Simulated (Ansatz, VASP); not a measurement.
This is a calculation of Pb for VASP 6.6.1.

The input INCAR:

```
PREC = Accurate
ENCUT = 520
EDIFF = 1E-6
ISMEAR = -1
SIGMA = 0.025
LREAL = F
LASPH = T
NELM = 150
ALGO = Fast
ISIF = 2
LWAVE = F
LCHARG = F
LNONCOLLINEAR = T
MAGMOM = 0.289 0.289 0.289
LORBIT = 11
LSORBIT = T
GGA_COMPAT = F
LORBMOM = T
GGA = RP
IVDW = 12
NBANDS = 25
```

The input KPOINTS:

```
Automatic mesh
0
Gamma
  7 7 7
```

Contents of POSCAR:

```
Pb
1.0
    0.0000000000      2.4750200000      2.4750200000
    2.4750200000      0.0000000000      2.4750200000
    2.4750200000      2.4750200000      0.0000000000
Pb
1
Direct
    0.0000000000      0.0000000000      0.0000000000
```

Potentials or basis: VASP PAW PBE potentials, release 64 (Pb_d).

Command:

```console
$ cat potpaw_PBE.64/Pb_d/POTCAR > POTCAR
$ mpirun -np 1 vasp_ncl > vasp.out
```

Task: Translate it to Ansatz 0.2.0. Potentials there: all-electron LAPW, relativistic spinors.

Result: As run (the cutoff follows the program's own potentials):

The input input.yaml:

```yaml
crystal:
  lattice:
    - [0.0, 2.47502, 2.47502]
    - [2.47502, 0.0, 2.47502]
    - [2.47502, 2.47502, 0.0]
  atoms:
    - { symbol: Pb, position: [0.0, 0.0, 0.0], spin: 0.501, spin_axis: [0.57735, 0.57735, 0.57735] }
kpoints:
  mp_grid: { grid: [7, 7, 7] }
scf:
  occupations: { method: fermi_dirac, width: 0.025 }
hamiltonian:
  xc: rpbe
  dispersion: d3bj
  pseudopotentials: { kind: all_electron, lapw: { basis_error: 0.001 } }
magnetization:
  noncollinear: true
  spin_orbit: true
output:
  forces: true
  stress: true
  eigenvalues: true
```

Potentials or basis: all-electron LAPW, relativistic spinors.

The run is started by

```bash
$ ansatz run input.yaml --threads 1 --pin off --max-ram 2560MiB --backend cpu --events-out ev --progress --plain --runs-dir out
```

Both were run:

|  | VASP | Ansatz | Ansatz less VASP |
| --- | --- | --- | --- |
| pressure (GPa) | -16.2 | -16.3 | -0.05 |
| net moment per atom (μB) | 0.00 | 0.00 | 0.000 |

VASP's potentials were made for PBE, not for RPBE. Ansatz ran all-electron here, and VASP with PAW potentials.

Noted on Ansatz's run: the k mesh is thin for a metal, which can move the energy by tens of meV per atom.
